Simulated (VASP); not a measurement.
A run of VASP 6.6.1 is set up as follows.

File INCAR:

```
  PREC = Accurate
  ENCUT = 520
  EDIFF = 1E-6
  ISMEAR = 1
  SIGMA = 0.1
  LREAL = F
  LASPH = T
  NELM = 150
  ALGO = Normal
  ISIF = 2
  LWAVE = F
  LCHARG = F
  ISPIN = 2
  MAGMOM = 5.2 0
  LORBIT = 11
  LMAXMIX = 4
  GGA = PS
  IVDW = 12
  NBANDS = 20
```

KPOINTS

```
Automatic mesh
0
Gamma
  7 7 7
```

File POSCAR:

```
MnS
1.0
    0.0000000000      2.8000000000      2.8000000000
    2.8000000000      0.0000000000      2.8000000000
    2.8000000000      2.8000000000      0.0000000000
Mn S
1 1
Direct
    0.0000000000      0.0000000000      0.0000000000
    0.2500000000      0.2500000000      0.2500000000
```

Potentials or basis: VASP PAW PBE potentials, release 64 (Mn_pv, S).

Launch:

```console
$ cat potpaw_PBE.64/Mn_pv/POTCAR potpaw_PBE.64/S/POTCAR > POTCAR
$ mpirun -np 1 vasp_std > vasp.out
```

Question: Predict the net moment.

Answer: 4.86 μB per cell.

Question: What does it give for the site moments?

Answer: Mn +4.28; S +0.07 μB.

Question: What does it give for the pressure?

Answer: -4.5 GPa.

Caveat: three body term missing; the PAW data sets were made with another functional, which shifts forces and pressure a little; a cell with one magnetic atom can't hold antiferromagnetic order, which such compounds often take; pairwise dispersion overbinds metals, which lowers pressure and volume.
